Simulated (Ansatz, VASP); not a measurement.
# Two plane-wave programs on Sc

File POSCAR:

```
Sc
1.0
    0.0000000000      2.2705000000      2.2705000000
    2.3897012500      0.0000000000      2.2705000000
    2.3897012500      2.2705000000      0.0000000000
Sc
1
Direct
    0.0000000000      0.0000000000      0.0000000000
```

INCAR.step1

```
SYSTEM = Sc
PREC     = Accurate       ! precision mode
ENCUT    = 520            ! plane-wave cutoff, eV
ISMEAR   = 0              ! smearing method
SIGMA    = 0.15           ! smearing width, eV
LREAL    = .FALSE.        ! projectors in reciprocal space
LASPH    = .TRUE.         ! aspherical terms in the spheres
NELM     = 100            ! most SCF steps
NBANDS   = 12             ! bands
GGA      = PE             ! functional
ALGO     = Normal         ! electronic algorithm
EDIFF    = 1E-4           ! SCF threshold, eV
LWAVE    = .TRUE.         ! write WAVECAR
LCHARG   = .FALSE.        ! write CHGCAR
```

INCAR.step2

```
SYSTEM = Sc
PREC     = Accurate       ! precision mode
ENCUT    = 520            ! plane-wave cutoff, eV
EDIFF    = 1E-6           ! SCF threshold, eV
ISMEAR   = 0              ! smearing method
SIGMA    = 0.15           ! smearing width, eV
LREAL    = .FALSE.        ! projectors in reciprocal space
LASPH    = .TRUE.         ! aspherical terms in the spheres
NELM     = 100            ! most SCF steps
ALGO     = Normal         ! electronic algorithm
ISIF     = 2              ! what is computed and relaxed
LWAVE    = .FALSE.        ! write WAVECAR
LCHARG   = .FALSE.        ! write CHGCAR
METAGGA  = R2SCAN         ! meta-GGA
LMIXTAU  = .TRUE.       
NBANDS   = 12             ! bands
ISTART   = 1
```

Contents of KPOINTS:

```
Automatic mesh
0
G
  18 18 18
  0 0 0
```

Input for Ansatz:

```yaml
crystal:
  lattice:
    - [0.0, 2.2705, 2.2705]
    - [2.38970125, 0.0, 2.2705]
    - [2.38970125, 2.2705, 0.0]
  atoms:
    - { symbol: Sc, position: [0.0, 0.0, 0.0] }
basis:
  ecutwfc: 500
kpoints:
  mp_grid: { grid: [18, 18, 18] }
hamiltonian:
  xc: r2scan
scf:
  occupations: { method: gaussian, width: 0.15 }
output:
  forces: true
  stress: true
  eigenvalues: true
```

Change from the starting cell: strain +0.0525 x Voigt [1, 0, 0, 0, 0, 0], atoms carried along.

Alike in both runs: task single point; functional r2SCAN; k mesh 18 × 18 × 18; occupations gaussian, width 0.15 eV; no spin polarisation.

|  | VASP | Ansatz |
| --- | --- | --- |
| version | VASP 6.6.1 | Ansatz 0.2.0 |
| potentials or method | VASP PAW PBE potentials, release 64 (Sc_sv), cutoff 520 eV | scalar-relativistic, plane waves, PAW |
| valence electrons in the cell | 11 | 11 |

VASP gave:

| Quantity | Value |
| --- | --- |
| gap on the k mesh at the Fermi level (eV) | none |
| pressure (GPa) | 1.2 |
| traceless stress, the component that is largest in VASP (GPa) | -0.57 |

Task: What did Ansatz give for the same quantities?

Result: gap on the k mesh at the Fermi level (eV): none; pressure (GPa): 1.0; traceless stress, the component that is largest in VASP (GPa): -0.57.

VASP's potentials were made for PBE, not for r2SCAN. A gap of «none» marks a metal or a gap that the smearing closes. With one functional, cell and mesh, what is left measures potentials, basis and numerics.
